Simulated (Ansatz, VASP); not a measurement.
## ZrNb3N: VASP beside Ansatz

File INCAR:

```
PREC = Accurate ; ENCUT = 600
EDIFF = 1E-7 ; ISMEAR = 0
SIGMA = 0.1 ; LREAL = False
LASPH = True ; NELM = 100
ALGO = Normal ; ISIF = 3
LWAVE = False ; LCHARG = False
GGA = PE ; IBRION = 2
NSW = 100 ; EDIFFG = -0.01
```

Contents of KPOINTS:

```
Automatic mesh
0
Gamma
  12 12 4
```

The input POSCAR:

```
ZrNb3N
1.0
    3.3638663103      0.0000000000      0.0000000000
   -1.6819331551      2.9131936797      0.0000000000
    0.0000000000      0.0000000000      9.8475056187
Zr Nb N
1 3 1
Direct
    0.6666666667      0.3333333333      0.5000000000
    0.0000000000      0.0000000000      0.7249409864
    0.0000000000      0.0000000000      0.2750590136
    0.0000000000      0.0000000000      0.0000000000
    0.6666666667      0.3333333333      0.0000000000
```

Input for Ansatz:

```yaml
crystal:
  lattice:
    - [3.3638663103, 0.0, 0.0]
    - [-1.6819331551, 2.9131936797, 0.0]
    - [0.0, 0.0, 9.8475056187]
  atoms:
    - { symbol: Zr, position: [0.6666666667, 0.3333333333, 0.5] }
    - { symbol: Nb, position: [0.0, 0.0, 0.7249409864] }
    - { symbol: Nb, position: [0.0, 0.0, 0.2750590136] }
    - { symbol: Nb, position: [0.0, 0.0, 0.0] }
    - { symbol: "N", position: [0.6666666667, 0.3333333333, 0.0] }
basis:
  ecutwfc: 420
kpoints:
  mp_grid: { grid: [12, 12, 4] }
hamiltonian:
  xc: pbe
scf:
  occupations: { method: gaussian, width: 0.1 }
output:
  forces: true
  stress: true
  eigenvalues: true
  write_density: true
  write_potential: true
  elf: true
  volumetric_format: npy
relax:
  adjacent_minimum: "off"
  f_tol: 0.01
  max_steps: 80
  cell: { stress_tol: 0.05 }
```

Alike in both runs: task relaxation of cell and atoms; functional PBE; k mesh 12 × 12 × 4; occupations gaussian, width 0.1 eV; no spin polarisation.

```csv
,VASP,Ansatz
version,VASP 6.6.1,Ansatz 0.2.0
potentials or method,"VASP PAW PBE potentials, release 64 (Zr_sv, Nb_sv, N), cutoff 600 eV","scalar-relativistic, plane waves, PAW"
valence electrons in the cell,56,56
```

```tsv
	VASP	Ansatz	Ansatz less VASP
gap on the k mesh at the Fermi level, each at its own relaxed structure (eV)	none	none	-
relaxed volume (Å³/atom)	19.32	19.35	+0.027
relaxed cell length with the largest relative difference (Å)	3.358	3.360	+0.0026
```

A gap of «none» marks a metal or a gap that the smearing closes.
